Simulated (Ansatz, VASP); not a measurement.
## KTaO3: VASP beside Ansatz

```
K Ta O
1.0
     3.99062   -0.09534   -0.09534
    -0.09534    3.99062   -0.09534
    -0.09534   -0.09534    3.99062
K Ta O
1 1 3
Direct
  0.50000 0.50000 0.50000
  0.00000 0.00000 0.00000
  0.50000 0.00000 0.00000
  0.00000 0.50000 0.00000
  0.00000 0.00000 0.50000
```

Alike in both runs: task single point; functional PBE; k mesh 8 × 8 × 8; occupations gaussian, width 0.05 eV; no spin polarisation.

```csv
,VASP,Ansatz
version,VASP 6.6.1,Ansatz 0.2.0
potentials or method,"VASP PAW PBE potentials, release 64 (K_sv, Ta_pv, O), cutoff 520 eV","scalar-relativistic, plane waves, PAW"
valence electrons in the cell,38,40
```

VASP gave:

```
gap on the k mesh at the Fermi level (eV)                     : 1.92
least direct gap on the mesh (eV)                             : 2.41
pressure (GPa)                                                : 6.0
traceless stress, the component that is largest in VASP (GPa) : 4.86
```

**Question.** Estimate Ansatz's values.

**Answer.** gap on the k mesh at the Fermi level (eV): 1.97; least direct gap on the mesh (eV): 2.45; pressure (GPa): 5.3; traceless stress, the component that is largest in VASP (GPa): 4.85.

VASP's potentials hold 38 valence electrons a cell and Ansatz's 40, so a difference there can come from the potentials and not from the codes.

Spin-orbit coupling is off throughout.
